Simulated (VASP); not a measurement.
# Li2S (Fm-3m) in VASP: notebook

Runs on Li2S. Level: PBEsol. Tasks: single point.

Everything below comes from runs of VASP 6.6.1. Logs are shortened: lines on timing, memory, paths and dates and some standing lists are left out, and cuts for length are marked.

### 1 The cell of the first run

Symmetry: Fm-3m, No. 225, cubic system. The conventional cell has a = 4.360 Å, b = 4.360 Å, c = 4.360 Å, α = 90.00°, β = 90.00°, γ = 90.00°. Within 2.5 Å of Li (site symmetry -43m) lie 4 S at 1.89 Å and 6 Li at 2.18 Å. Within 2.5 Å of S (site symmetry m-3m) lie 8 Li at 1.89 Å.

### 2 Single point, PBEsol

Input file INCAR:

```
SYSTEM = Li2S
PREC     = Accurate       ! precision mode
ENCUT    = 750            ! plane-wave cutoff, eV
EDIFF    = 1E-6           ! SCF threshold, eV
ISMEAR   = -1             ! smearing method
SIGMA    = 0.03           ! smearing width, eV
LREAL    = .FALSE.        ! projectors in reciprocal space
LASPH    = .TRUE.         ! aspherical terms in the spheres
NELM     = 120            ! most SCF steps
ALGO     = Normal         ! electronic algorithm
ISIF     = 2              ! what is computed and relaxed
LWAVE    = .FALSE.        ! write WAVECAR
LCHARG   = .FALSE.        ! write CHGCAR
GGA      = PS             ! functional
NBANDS   = 13             ! bands
GGA_COMPAT= .FALSE.
```

Input file KPOINTS:

```
regular mesh
0
G
  9 9 9
  0 0 0
```

Input file POSCAR:

```
Li2S
1.0
    0.0000000000      2.1797671804      2.1797671804
    2.1797671804      0.0000000000      2.1797671804
    2.1797671804      2.1797671804      0.0000000000
Li S
2 1
Direct
    0.2500000000      0.2500000000      0.2500000000
    0.7500000000      0.7500000000      0.7500000000
    0.0000000000      0.0000000000      0.0000000000
```

Potentials or basis: VASP PAW PBE potentials, release 64 (Li_sv, S).

On the command line:

```
cat potpaw_PBE.64/Li_sv/POTCAR potpaw_PBE.64/S/POTCAR > POTCAR
mpirun -np 1 vasp_std > vasp.out
```

OUTCAR:

```text
SYSTEM = Li2S
   PREC = Accurate
   ENCUT = 750
   EDIFF = 1E-6
   ISMEAR = -1
   LREAL = .FALSE.
   LASPH = .TRUE.
   NELM = 120
   ISIF = 2
   GGA = PS

 ion  position               nearest neighbor table
   1  0.250  0.250  0.250-   3 1.89   3 1.89   3 1.89   3 1.89   2 2.18   2 2.18   2 2.18   2 2.18
                             2 2.18   2 2.18
   2  0.750  0.750  0.750-   3 1.89   3 1.89   3 1.89   3 1.89   1 2.18   1 2.18   1 2.18   1 2.18
                             1 2.18   1 2.18
   3  0.000  0.000  0.000-   2 1.89   2 1.89   2 1.89   1 1.89   2 1.89   1 1.89   1 1.89   1 1.89

  LATTYP: Found a face centered cubic cell.
 ALAT       =     4.3595343608

  Lattice vectors:

 A1 = (   0.0000000000,   2.1797671804,   2.1797671804)
 A2 = (   2.1797671804,   0.0000000000,   2.1797671804)
 A3 = (   2.1797671804,   2.1797671804,   0.0000000000)

Analysis of symmetry for initial positions (statically):
=====================================================================
 Subroutine PRICEL returns:
 Original cell was already a primitive cell.

 Routine SETGRP: Setting up the symmetry group for a
 face centered cubic supercell.

 Subroutine GETGRP returns: Found 48 space group operations
 (whereof 48 operations were pure point group operations)
 out of a pool of 48 trial point group operations.

The static configuration has the point symmetry O_h .

Analysis of symmetry for dynamics (positions and initial velocities):
=====================================================================
 Subroutine PRICEL returns:
 Original cell was already a primitive cell.

 Routine SETGRP: Setting up the symmetry group for a
 face centered cubic supercell.

 Subroutine GETGRP returns: Found 48 space group operations
 (whereof 48 operations were pure point group operations)
 out of a pool of 48 trial point group operations.

The dynamic configuration has the point symmetry O_h .

 Subroutine INISYM returns: Found 48 space group operations
 (whereof 48 operations are pure point group operations),
 and found     1 'primitive' translations

----------------------------------------------------------------------------------------

                                     Primitive cell

  volume of cell :      20.7138

  direct lattice vectors                    reciprocal lattice vectors
     0.000000000  2.179767180  2.179767180    -0.229382296  0.229382296  0.229382296
     2.179767180  0.000000000  2.179767180     0.229382296 -0.229382296  0.229382296
     2.179767180  2.179767180  0.000000000     0.229382296  0.229382296 -0.229382296

  length of vectors
     3.082656309  3.082656309  3.082656309     0.397301791  0.397301791  0.397301791

[... 97 lines left out ...]
   ISMEAR =    -1;   SIGMA  =   0.03  broadening in eV -4-tet -1-fermi 0-gaus
   EFERMI_NEDOS =   21; number of points for ismear=-14 and -15
   IALGO  =     38    algorithm
   IMIX   =      4    mixing-type and parameters
     AMIX     =   0.40;   BMIX     =  1.00
     AMIX_MAG =   1.60;   BMIX_MAG =  1.00
  volume/ion in A,a.u.               =       6.90        46.59
  Fermi-wavevector in a.u.,A,eV,Ry     =   1.364735  2.578976 25.340890  1.862503
  Thomas-Fermi vector in A             =   2.491025
   LORBIT       =      0    0 simple, 1 ext, 2 COOP (PROOUT), +10 PAW based schemes
   GGA     = PS    functional components
   LHFCALC =     F    Hartree Fock is set to
   AEXX    =    0.0000 exact exchange contribution
   IVDW    =     0    specifies the selected vdW correction
   LEPSILON=     F    determine dielectric tensor
   LRPA    =     F    only Hartree local field effects (RPA)
 non-spin polarized calculation
  energy-cutoff  :      750.00
  volume of cell :       20.71
 maximum number of plane-waves:       981
   NGX = 13   NGY = 13   NGZ = 13

 number of electron      11.9999997 magnetization

 Free energy of the ion-electron system (eV)
  ---------------------------------------------------
  ext. energy  EPLUGINS =         0.00000000
  ---------------------------------------------------
  free energy    TOTEN  =        -6.35289021 eV

  energy without entropy =       -6.35289021  energy(sigma->0) =       -6.35289021

 E-fermi :  10.1824     XC(G=0): -12.0965

 val. band max:        9.4712098578   @ k =   0.0000   0.0000   0.0000
 cond. band min:      11.0084465179   @ k =   0.4444   0.4444   0.0000
 fundamental gap:      1.5372366601
 Fermi energy:        10.1824264097

 k-point     1 :       0.0000    0.0000    0.0000
  band No.  band energies     occupation
      1     -34.8942      2.00000
      2     -34.1364      2.00000
      3      -4.6404      2.00000
      4       9.4712      2.00000
      5       9.4712      2.00000
      6       9.4712      2.00000
      7      14.4769      0.00000
      8      14.4769      0.00000
      9      14.4769      0.00000
     10      19.1643      0.00000
     11      22.2631      0.00000
     12      22.2631      0.00000
     13      25.2336      0.00000
[... 354 lines left out ...]
  band No.  band energies     occupation
      1     -34.5895      2.00000
      2     -34.3328      2.00000
      3      -3.5587      2.00000
      4       5.2736      2.00000
      5       5.2736      2.00000
      6       5.3699      2.00000
      7      11.0084      0.00000
      8      18.4424      0.00000
      9      24.2138      0.00000
     10      24.2138      0.00000
     11      26.6656      0.00000
     12      28.5944      0.00000
     13      28.5944      0.00000

 [... further k-points ...]

------------------------ aborting loop because EDIFF is reached ----------------------------------------

  FORCE on cell =-STRESS in cart. coord.  units (eV):
  Direction    XX          YY          ZZ          XY          YZ          ZX
  --------------------------------------------------------------------------------------
  -------------------------------------------------------------------------------------
  Total       19.0601342     19.0601342     19.0601342      0.0000000      0.0000000     -0.0000000
  in kB     1474.2672333   1474.2672333   1474.2672333      0.0000000      0.0000000     -0.0000000
  external PRESSURE =    1474.2672333 kB  Pullay stress =       0.0000000 kB

 VOLUME and BASIS-vectors are now :
 -----------------------------------------------------------------------------
  energy-cutoff  :      750.00
  volume of cell :       20.71
      direct lattice vectors                 reciprocal lattice vectors
     0.000000000  2.179767180  2.179767180    -0.229382296  0.229382296  0.229382296
     2.179767180  0.000000000  2.179767180     0.229382296 -0.229382296  0.229382296
     2.179767180  2.179767180  0.000000000     0.229382296  0.229382296 -0.229382296

 POSITION                                       TOTAL-FORCE (eV/Angst)
 -----------------------------------------------------------------------------------
      1.08988      1.08988      1.08988        -0.000000     -0.000000     -0.000000
      3.26965      3.26965      3.26965         0.000000      0.000000      0.000000
      0.00000      0.00000      0.00000        -0.000000     -0.000000      0.000000
 -----------------------------------------------------------------------------------
    total drift:                                0.000000      0.000000      0.000000

  FREE ENERGIE OF THE ION-ELECTRON SYSTEM (eV)
  ---------------------------------------------------
  free  energy   TOTEN  =        -6.3528902055 eV

  energy  without entropy=       -6.3528902055  energy(sigma->0) =       -6.35289021
```

It took 6.7 s on 1 thread of Intel Xeon 6975P-C (Granite Rapids), shared host; peak memory 0.15 GiB.

Results:

- Free energy: -6.3529 eV
- Pressure: 147.4 GPa
- Band gap on the k mesh: 1.54 eV, indirect (least direct gap 5.01 eV)

Caveat: the PAW data sets were made with another functional, which shifts forces and pressure a little. A k mesh can miss the band edges.

### 3 Single point, PBEsol

Input file INCAR:

```
  ALGO = Normal
  EDIFF = 1E-6
  ENCUT = 750
  GGA = PS
  GGA_COMPAT = F
  ISIF = 2
  ISMEAR = -1
  LASPH = T
  LCHARG = F
  LREAL = F
  LWAVE = F
  NBANDS = 13
  NELM = 120
  PREC = Accurate
  SIGMA = 0.03
```

Input file KPOINTS:

```
k-points
0
Gamma
  9 9 9
```

POSCAR is that of step 2.

Potentials or basis: VASP PAW PBE potentials, release 64 (Li_sv, S).

On the command line:

```
cat potpaw_PBE.64/Li_sv/POTCAR potpaw_PBE.64/S/POTCAR > POTCAR
mpirun -np 1 vasp_std > vasp.out
```

Run time: 6.4 s. Hardware: 1 thread of Intel Xeon 6975P-C (Granite Rapids), shared host; peak memory 0.15 GiB.

The run converged. Its results:

```yaml
Free_energy: -6.3529 eV
Pressure: 147.4 GPa
Band_gap_on_the_k_mesh: 1.54 eV, indirect (least direct gap 5.01 eV)
```

Levels at points of the mesh, in eV from the valence-band top:
| k point | band 3 | band 4 | band 5 | band 6 | band 7 | band 8 | band 9 | band 10 |
| --- | --- | --- | --- | --- | --- | --- | --- | --- |
| (0.00, 0.00, 0.00) | -14.11 | 0.00 | 0.00 | 0.00 | 5.01 | 5.01 | 5.01 | 9.69 |

Caveat: the PAW data sets were made with another functional, which shifts forces and pressure a little. A k mesh can miss the band edges.

### 4 Single point, PBEsol

This run uses another cell than the first one, of 11.51 Å³/atom, 1.667 times its volume.

Input file INCAR:

```
SYSTEM = Li2S
PREC = Accurate
ENCUT = 750
EDIFF = 1E-6
ISMEAR = -1
SIGMA = 0.03
LREAL = .False.
LASPH = .True.
NELM = 120
ALGO = Normal
ISIF = 2
LWAVE = .False.
LCHARG = .True.
GGA = PS
LELF = .True.
LVHAR = .True.
NBANDS = 13
GGA_COMPAT = .False.
```

Input file KPOINTS:

```
Automatic mesh
0
Gamma
  9 9 9
  0 0 0
```

Input file POSCAR:

```
Li2S
1.0
    0.0000000000      2.5843997632      2.5843997632
    2.5843997632      0.0000000000      2.5843997632
    2.5843997632      2.5843997632      0.0000000000
Li S
2 1
Direct
    0.2500000000      0.2500000000      0.2500000000
    0.7500000000      0.7500000000      0.7500000000
    0.0000000000      0.0000000000      0.0000000000
```

Potentials or basis: VASP PAW PBE potentials, release 64 (Li_sv, S).

On the command line:

```
cat potpaw_PBE.64/Li_sv/POTCAR potpaw_PBE.64/S/POTCAR > POTCAR
mpirun -np 1 vasp_std > vasp.out
```

OUTCAR:

```text
SYSTEM = Li2S
   PREC = Accurate
   ENCUT = 750
   EDIFF = 1E-6
   ISMEAR = -1
   LREAL = .False.
   LASPH = .True.
   NELM = 120
   ISIF = 2
   GGA = PS

 ion  position               nearest neighbor table
   1  0.250  0.250  0.250-   3 2.24   3 2.24   3 2.24   3 2.24   2 2.58   2 2.58   2 2.58   2 2.58
                             2 2.58   2 2.58
   2  0.750  0.750  0.750-   3 2.24   3 2.24   3 2.24   3 2.24   1 2.58   1 2.58   1 2.58   1 2.58
                             1 2.58   1 2.58
   3  0.000  0.000  0.000-   2 2.24   2 2.24   2 2.24   1 2.24   2 2.24   1 2.24   1 2.24   1 2.24

  LATTYP: Found a face centered cubic cell.
 ALAT       =     5.1687995264

  Lattice vectors:

 A1 = (   0.0000000000,   2.5843997632,   2.5843997632)
 A2 = (   2.5843997632,   0.0000000000,   2.5843997632)
 A3 = (   2.5843997632,   2.5843997632,   0.0000000000)

Analysis of symmetry for initial positions (statically):
=====================================================================
 Subroutine PRICEL returns:
 Original cell was already a primitive cell.

 Routine SETGRP: Setting up the symmetry group for a
 face centered cubic supercell.

 Subroutine GETGRP returns: Found 48 space group operations
[... 186 lines left out ...]
     11      15.4196      0.00000
     12      15.4196      0.00000
     13      17.2501      0.00000
[... 354 lines left out ...]
  band No.  band energies     occupation
      1     -39.5806      2.00000
      2     -39.5329      2.00000
      3      -7.5333      2.00000
      4       0.7583      2.00000
      5       1.4482      2.00000
      6       1.4482      2.00000
      7       6.5450      0.00000
      8      11.3029      0.00000
      9      15.7984      0.00000
     10      15.7984      0.00000
     11      18.3473      0.00000
     12      18.3482      0.00000
     13      18.5496      0.00000

 [... further k-points ...]

------------------------ aborting loop because EDIFF is reached ----------------------------------------

  FORCE on cell =-STRESS in cart. coord.  units (eV):
  Direction    XX          YY          ZZ          XY          YZ          ZX
  --------------------------------------------------------------------------------------
  -------------------------------------------------------------------------------------
  Total        4.1670404      4.1670404      4.1670404      0.0000000      0.0000000      0.0000000
  in kB      193.3878645    193.3878645    193.3878645      0.0000000      0.0000000      0.0000000
  external PRESSURE =     193.3878645 kB  Pullay stress =       0.0000000 kB

 VOLUME and BASIS-vectors are now :
 -----------------------------------------------------------------------------
  energy-cutoff  :      750.00
  volume of cell :       34.52
      direct lattice vectors                 reciprocal lattice vectors
     0.000000000  2.584399763  2.584399763    -0.193468521  0.193468521  0.193468521
     2.584399763  0.000000000  2.584399763     0.193468521 -0.193468521  0.193468521
     2.584399763  2.584399763  0.000000000     0.193468521  0.193468521 -0.193468521

 POSITION                                       TOTAL-FORCE (eV/Angst)
 -----------------------------------------------------------------------------------
      1.29220      1.29220      1.29220        -0.000000      0.000000     -0.000000
      3.87660      3.87660      3.87660         0.000000     -0.000000     -0.000000
      0.00000      0.00000      0.00000         0.000000     -0.000000      0.000000
 -----------------------------------------------------------------------------------
    total drift:                                0.000000      0.000000      0.000000

  FREE ENERGIE OF THE ION-ELECTRON SYSTEM (eV)
  ---------------------------------------------------
  free  energy   TOTEN  =       -11.8519703299 eV

  energy  without entropy=      -11.8519703299  energy(sigma->0) =      -11.85197033
```

OSZICAR:

```text
N       E                     dE             d eps       ncg     rms          rms(c)
DAV:   1     0.585622251525E+02    0.58562E+02   -0.68398E+03   910   0.121E+03
DAV:   2    -0.481862658125E+01   -0.63381E+02   -0.59454E+02  1107   0.240E+02
DAV:   3    -0.119691568827E+02   -0.71505E+01   -0.70938E+01  1697   0.550E+01
DAV:   4    -0.121376660167E+02   -0.16851E+00   -0.16845E+00  1201   0.106E+01
DAV:   5    -0.121400537443E+02   -0.23877E-02   -0.23876E-02  1458   0.109E+00    0.439E+00
DAV:   6    -0.118739883446E+02    0.26607E+00   -0.35863E-01  1087   0.265E+00    0.336E+00
DAV:   7    -0.118479299617E+02    0.26058E-01   -0.13793E-01  1331   0.181E+00    0.186E+00
DAV:   8    -0.118521537076E+02   -0.42237E-02   -0.20347E-02  1093   0.969E-01    0.596E-01
DAV:   9    -0.118518953817E+02    0.25833E-03   -0.60311E-04  1305   0.149E-01    0.311E-01
DAV:  10    -0.118519690352E+02   -0.73654E-04   -0.25472E-04  1075   0.121E-01    0.126E-01
DAV:  11    -0.118519695832E+02   -0.54795E-06   -0.22314E-05  1332   0.394E-02    0.443E-02
DAV:  12    -0.118519703299E+02   -0.74666E-06   -0.22059E-06  1213   0.109E-02
   1 F= -.11851970E+02 E0= -.11851970E+02  d E =-.240783E-12
```

Wall time 11 s (1 thread of Intel Xeon 6975P-C (Granite Rapids), shared host); peak memory 0.19 GiB.

What came out:

```
Free energy            : -11.8520 eV
Pressure               : 19.3 GPa
Band gap on the k mesh : 2.98 eV, indirect (least direct gap 5.10 eV)
```

Caveat: the PAW data sets were made with another functional, which shifts forces and pressure a little.
